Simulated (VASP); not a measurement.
Set up this calculation in VASP 6.6.1, as the native input.

| Item | Value |
| --- | --- |
| Task | single point |
| Functional | LDA |
| Potentials or basis | VASP PAW LDA potentials, release 64 (Ag) |
| Cutoff | 520 eV |
| k mesh | 14 × 14 × 8 |
| Occupations | fermi-dirac, width 0.1 eV |
| Spin | no spin polarisation |
| Dipole correction | no |
| Further INCAR settings | ALGO = Normal; EDIFF = 1e-07; NBANDS = 18 |

The structure of Ag lies in POSCAR:

```
Ag
1.0
    2.8747187711      0.0000000000      0.0000000000
   -1.4373593855      2.4895794845      0.0000000000
    0.0000000000      0.0000000000      4.6688888064
Ag
2
Direct
    0.3333333333      0.6666666667      0.2500000000
    0.6666666667      0.3333333333      0.7500000000
```

This cell differs from its parent crystal: volume scaled by 1.04.

These files were run (other wordings do the same):

INCAR

```
SYSTEM = Ag
  ALGO = Normal
  EDIFF = 1E-7
  ENCUT = 520
  GGA = CA
  ISIF = 2
  ISMEAR = -1
  LASPH = .TRUE.
  LCHARG = .FALSE.
  LREAL = .FALSE.
  LWAVE = .FALSE.
  NBANDS = 18
  NELM = 80
  PREC = Accurate
  SIGMA = 0.1
```

KPOINTS

```
k-points
0
G
  14 14 8
  0 0 0
```

Potentials or basis: VASP PAW LDA potentials, release 64 (Ag).

Run with:

```sh
$ cat potpaw_LDA.64/Ag/POTCAR > POTCAR
$ mpirun -np 1 vasp_std > vasp.out
```

It gave:

```yaml
Pressure: -4.7 GPa
Band_gap_on_the_k_mesh: zero (band 11 reaches 12.12 eV, above the bottom of band 12 at 5.04 eV)
```

Wall time 25 s on 1 thread of Intel(R) Xeon(R) Platinum 8488C (Sapphire Rapids), with other jobs on the host, peak memory 0.17 GiB.
